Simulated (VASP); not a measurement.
A run of VASP 6.6.1 is set up as follows.

File INCAR:

```
SYSTEM = SnSe2
  ALGO = Normal
  EDIFF = 1E-7
  ENCUT = 520
  GGA = PE
  ISIF = 2
  ISMEAR = 0
  LASPH = .True.
  LCHARG = .False.
  LREAL = .False.
  LWAVE = .False.
  NBANDS = 20
  NELM = 80
  PREC = Accurate
  SIGMA = 0.05
```

The input KPOINTS:

```
k-points
0
Gamma
  12 12 6
  0 0 0
```

Contents of POSCAR:

```
SnSe2
1.0
    3.9253287450      0.0000000000      0.0000000000
   -1.9626643725      3.3994344114      0.0000000000
    0.0000000000      0.0000000000      6.1370000000
Sn Se
1 2
Direct
    0.0000000000      0.0000000000      0.0000000000
    0.3333333333      0.6666666667      0.2500000000
    0.6666666667      0.3333333333      0.7500000000
```

Potentials or basis: VASP PAW PBE potentials, release 64 (Sn_d, Se).

Launch:

```sh
$ cat potpaw_PBE.64/Sn_d/POTCAR potpaw_PBE.64/Se/POTCAR > POTCAR
$ mpirun -np 1 vasp_std > vasp.out
```

Q: Predict the pressure.

A: 1.1 GPa.

Q: Predict the largest force.

A: 0.343 eV/Å.

Stress tensor (GPa, compression positive):
```
0.10 0.00 0.00
0.00 0.10 0.00
0.00 0.00 2.97
```

Caveat: the cell differs from its parent crystal (strain +0.030 along x and y, +0.000 along z); this functional lacks dispersion, which binds layers or chains, so the pressure and a relaxed spacing across them are unreliable.
